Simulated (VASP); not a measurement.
# In (C2/c) in VASP: single point with PBE

Aim: the single point of In with PBE.

Program: VASP 6.6.1. These are calculated values, not measurements. Logs are shortened: lines on timing, memory, paths and dates and some standing lists are left out, and cuts for length are marked.

## Step 1: The cell of the first run

The structure is monoclinic, space group C2/c (No. 15). Conventional cell: a = 5.968 Å, b = 3.333 Å, c = 5.981 Å, α = 90.00°, β = 112.22°, γ = 90.00°. In (site symmetry 2) has 12 In at 3.33 to 3.43 Å within 4.4 Å.

## Step 2: Single point, PBE

INCAR reads:

```
  ALGO = Fast
  EDIFF = 1E-6
  ENCUT = 520
  GGA = PE
  ISIF = 2
  ISMEAR = 0
  LASPH = True
  LCHARG = False
  LREAL = False
  LWAVE = False
  NBANDS = 20
  NELM = 80
  PREC = Accurate
  SIGMA = 0.1
```

KPOINTS reads:

```
k-points
0
Gamma
  20 20 10
```

POSCAR reads:

```
In
1.0
    2.9755274313     -1.6663940864     -0.2216873784
    2.9755274313      1.6663940864     -0.2216873784
   -3.2842880581      0.0000000000      5.7969376230
In
2
Direct
    0.4987363685      0.5012636315      0.2500000000
    0.5012636315      0.4987363685      0.7500000000
```

Potentials or basis: VASP PAW PBE potentials, release 64 (In_d).

Run with:

```bash
cat potpaw_PBE.64/In_d/POTCAR > POTCAR
mpirun -np 1 vasp_std > vasp.out
```

OUTCAR:

```text
EDIFF = 1E-6
   ENCUT = 520
   GGA = PE
   ISIF = 2
   ISMEAR = 0
   LASPH = True
   LREAL = False
   NELM = 80
   PREC = Accurate

 ion  position               nearest neighbor table
   1  0.499  0.501  0.250-   2 3.33   2 3.33   2 3.42   2 3.42   2 3.43   2 3.43
   2  0.501  0.499  0.750-   1 3.33   1 3.33   1 3.42   1 3.42   1 3.43   1 3.43

  Warning from LATTYP: Got some problem with cell dimensions!
  Tried to take original basis but could not verify dimensions!
  LATTYP: Found a base centered monoclinic cell.
 ALAT       =     5.9675485044
 B/A-ratio  =     0.5584853094
 C/A-ratio  =     1.0022529805
 COS(beta)  =    -0.3781377070

  Lattice vectors:

 A1 = (  -2.9755274313,   1.6663940864,   0.2216873784)
 A2 = (  -2.9755274313,  -1.6663940864,   0.2216873784)
 A3 = (   2.6667668045,   0.0000000000,   5.3535628662)

Analysis of symmetry for initial positions (statically):
=====================================================================
 Subroutine PRICEL returns:
 Original cell was already a primitive cell.

 Routine SETGRP: Setting up the symmetry group for a
 base centered monoclinic supercell.

 Subroutine GETGRP returns: Found  4 space group operations
 (whereof  2 operations were pure point group operations)
 out of a pool of  4 trial point group operations.

The static configuration has the point symmetry S_2 .
 The point group associated with its full space group is C_2h.

Analysis of symmetry for dynamics (positions and initial velocities):
=====================================================================
 Subroutine PRICEL returns:
 Original cell was already a primitive cell.

 Routine SETGRP: Setting up the symmetry group for a
 base centered monoclinic supercell.

 Subroutine GETGRP returns: Found  4 space group operations
 (whereof  2 operations were pure point group operations)
 out of a pool of  4 trial point group operations.

The dynamic configuration has the point symmetry S_2 .
 The point group associated with its full space group is C_2h.

 Subroutine INISYM returns: Found  4 space group operations
 (whereof  2 operations are pure point group operations),
 and found     1 'primitive' translations

----------------------------------------------------------------------------------------

                                     Primitive cell

  volume of cell :      55.0605

[... 80 lines left out ...]
   ISTART =      0    job   : 0-new  1-cont  2-samecut
   ICHARG =      2    charge: 1-file 2-atom 10-const
   ISPIN  =      1    spin polarized calculation?
   LNONCOLLINEAR =      F non collinear calculations
   LSORBIT =      F    spin-orbit coupling
   LASPH  =      T    aspherical Exc in radial PAW
   ENCUT  =  520.0 eV  38.22 Ry    6.18 a.u.   6.35  6.35 12.39*2*pi/ulx,y,z
   NELM   =     80;   NELMIN=  2; NELMDL= -5     # of ELM steps
   EDIFF  = 0.1E-05   stopping-criterion for ELM
   LREAL  =      F    real-space projection
   EDIFFG = 0.1E-04   stopping-criterion for IOM
   NSW    =      0    number of steps for IOM
   IBRION =     -1    ionic relax: 0-MD 1-quasi-New 2-CG
   NFREE  =      0    steps in history (QN), initial steepest desc. (CG)
   ISIF   =      2    stress and relaxation
   ISYM   =      2    0-nonsym 1-usesym 2-fastsym
   POTIM  = 0.5000    time-step for ionic-motion
   TEBEG  =    0.0;   TEEND  =   0.0 temperature during run
   PSTRESS=    0.0 pullay stress
   NELECT =      26.0000    total number of electrons
   NUPDOWN=      -1.0000    fix difference up-down
   EMIN   =  10.00;   EMAX   =-10.00  energy-range for DOS
   EFERMI =   0.00;   METHOD = LEGACY
   ISMEAR =     0;   SIGMA  =   0.10  broadening in eV -4-tet -1-fermi 0-gaus
   EFERMI_NEDOS =   21; number of points for ismear=-14 and -15
   IALGO  =     68    algorithm
   IMIX   =      4    mixing-type and parameters
     AMIX     =   0.40;   BMIX     =  1.00
     AMIX_MAG =   1.60;   BMIX_MAG =  1.00
  volume/ion in A,a.u.               =      27.53       185.78
  Fermi-wavevector in a.u.,A,eV,Ry     =   1.274831  2.409081 22.112094  1.625193
  Thomas-Fermi vector in A             =   2.407577
   LORBIT       =      0    0 simple, 1 ext, 2 COOP (PROOUT), +10 PAW based schemes
   GGA     = PE    functional components
   LHFCALC =     F    Hartree Fock is set to
   AEXX    =    0.0000 exact exchange contribution
   IVDW    =     0    specifies the selected vdW correction
   LEPSILON=     F    determine dielectric tensor
   LRPA    =     F    only Hartree local field effects (RPA)
 non-spin polarized calculation
 RMM-DIIS sequential band-by-band and
 Gauss-broadening in eV      SIGMA  =   0.10
  energy-cutoff  :      520.00
  volume of cell :       55.06
 maximum number of plane-waves:      1499
 NGX is ok and might be reduce to    28
   NGX = 13   NGY = 13   NGZ = 25

 number of electron      26.0000003 magnetization

 Free energy of the ion-electron system (eV)
  ---------------------------------------------------
  ext. energy  EPLUGINS =         0.00000000
  ---------------------------------------------------
  free energy    TOTEN  =        -5.12271388 eV

  energy without entropy =       -5.11808111  energy(sigma->0) =       -5.12039749

 E-fermi :   6.9616     XC(G=0): -10.0132

 val. band max:        6.9564865252   @ k =   0.3500   0.0500   0.5000
 cond. band min:       6.9629511884   @ k =  -0.1000   0.1500   0.2000
 fundamental gap:      0.0064646632
 Fermi energy:         6.9616468128

 k-point     1 :       0.0000    0.0000    0.0000
  band No.  band energies     occupation
      1      -7.6792      2.00000
      2      -7.6701      2.00000
      3      -7.6451      2.00000
      4      -7.6071      2.00000
      5      -7.6066      2.00000
      6      -7.5944      2.00000
[... 541 lines left out ...]
     19      15.9932      0.00000
     20      16.8933      0.00000

 [... further k-points ...]
[... 5 lines left out ...]
  --------------------------------------------------------------------------------------
  -------------------------------------------------------------------------------------
  Total       -0.0348543     -0.0314297     -0.0302974      0.0000000      0.0000000     -0.0048045
  in kB       -1.0142057     -0.9145561     -0.8816079      0.0000000      0.0000000     -0.1398030
  external PRESSURE =      -0.9367899 kB  Pullay stress =       0.0000000 kB

 VOLUME and BASIS-vectors are now :
 -----------------------------------------------------------------------------
  energy-cutoff  :      520.00
  volume of cell :       55.06
      direct lattice vectors                 reciprocal lattice vectors
     2.975527431 -1.666394086 -0.221687378     0.175442956 -0.300049072  0.099398207
     2.975527431  1.666394086 -0.221687378     0.175442956  0.300049072  0.099398207
    -3.284288058  0.000000000  5.796937623     0.013418633  0.000000000  0.180107278

 POSITION                                       TOTAL-FORCE (eV/Angst)
 -----------------------------------------------------------------------------------
      2.15446      0.00421      1.22755         0.000000     -0.001159      0.000000
      0.51231     -0.00421      4.12602        -0.000000      0.001159     -0.000000
 -----------------------------------------------------------------------------------
    total drift:                                0.000000     -0.000000     -0.000000

  FREE ENERGIE OF THE ION-ELECTRON SYSTEM (eV)
  ---------------------------------------------------
  free  energy   TOTEN  =        -5.1227138789 eV

  energy  without entropy=       -5.1180811085  energy(sigma->0) =       -5.12039749
```

OSZICAR:

```text
N       E                     dE             d eps       ncg     rms          rms(c)
DAV:   1     0.211547508237E+03    0.21155E+03   -0.13138E+04 42624   0.178E+03
DAV:   2     0.107775138827E+02   -0.20077E+03   -0.19717E+03 42808   0.375E+02
DAV:   3    -0.469346686358E+01   -0.15471E+02   -0.15371E+02 49036   0.119E+02
DAV:   4    -0.514461406341E+01   -0.45115E+00   -0.45093E+00 50020   0.223E+01
DAV:   5    -0.517018292184E+01   -0.25569E-01   -0.25567E-01 62348   0.443E+00    0.305E+00
RMM:   6    -0.512997827290E+01    0.40205E-01   -0.71337E-02 49924   0.350E+00    0.158E+00
RMM:   7    -0.512265504968E+01    0.73232E-02   -0.30550E-02 47905   0.186E+00    0.293E-01
RMM:   8    -0.512248437026E+01    0.17068E-03   -0.45709E-03 55903   0.104E+00    0.101E-01
RMM:   9    -0.512265520843E+01   -0.17084E-03   -0.17550E-03 62265   0.370E-01    0.589E-02
RMM:  10    -0.512268934322E+01   -0.34135E-04   -0.54117E-04 56115   0.367E-01    0.203E-02
RMM:  11    -0.512270469904E+01   -0.15356E-04   -0.25099E-04 61305   0.152E-01    0.386E-02
RMM:  12    -0.512271698242E+01   -0.12283E-04   -0.98491E-05 63796   0.872E-02    0.679E-02
RMM:  13    -0.512271317010E+01    0.38123E-05   -0.20680E-05 51900   0.548E-02    0.400E-02
RMM:  14    -0.512271387886E+01   -0.70876E-06   -0.94021E-06 43323   0.244E-02
   1 F= -.51227139E+01 E0= -.51203975E+01  d E =-.463277E-02
```

Wall time 11 min (1 thread of Intel Xeon 6975P-C (Granite Rapids), shared host); peak memory 0.93 GiB.

What came out:

* Free energy: -5.1227 eV
* Pressure: -0.1 GPa
* Band gap on the k mesh: zero (band 13 reaches 10.44 eV, above the bottom of band 14 at 4.59 eV)

Levels at points of the mesh, in eV from the Fermi level:
```
           k point  band 11  band 12  band 13  band 14  band 15  band 16
(0.00, 0.00, 0.00)    -9.20    -4.31    -3.17     7.54     8.56    10.08
(0.50, 0.00, 0.00)    -4.29    -3.16    -1.91    -1.89     3.57     3.87
(0.50, 0.50, 0.00)    -4.27    -3.16    -2.75    -2.37     4.38     4.39
(0.00, 0.00, 0.50)    -7.87    -7.87     2.98     2.98     8.56     8.56
(0.50, 0.00, 0.50)    -4.23    -4.22    -0.69    -0.69     3.26     3.28
(0.50, 0.50, 0.50)    -4.56    -4.56    -0.38    -0.38     2.37     2.37
```

Caveat: spin-orbit coupling is left out, which moves the levels of the heavy elements.
